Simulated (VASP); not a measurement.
Here is a VASP 6.6.1 calculation.

Contents of INCAR:

```
PREC = Accurate
ENCUT = 500
EDIFF = 1E-6
ISMEAR = -1
SIGMA = 0.05
LREAL = False
LASPH = True
NELM = 120
ALGO = Normal
ISIF = 2
LWAVE = False
LCHARG = True
GGA = PE
LELF = True
LVHAR = True
NBANDS = 17
GGA_COMPAT = False
```

The input KPOINTS:

```
Automatic mesh
0
Gamma
  9 9 5
```

Contents of POSCAR:

```
Pd
1.0
    2.7703476680      0.0000000000      0.0000000000
   -1.3851738340      2.3991914578      0.0000000000
    0.0000000000      0.0000000000      4.6322964154
Pd
2
Direct
    0.3333333333      0.6666666667      0.2500000000
    0.6666666667      0.3333333333      0.7500000000
```

Potentials or basis: VASP PAW PBE potentials, release 64 (Pd).

Run with:

```bash
$ cat potpaw_PBE.64/Pd/POTCAR > POTCAR
$ mpirun -np 1 vasp_std > vasp.out
```

(1) Predict the pressure.

(2) Estimate the band gap on the k mesh.

## Answers

(1) -0.2 GPa.

(2) zero (band 10 reaches 9.21 eV, above the bottom of band 11 at 8.58 eV).
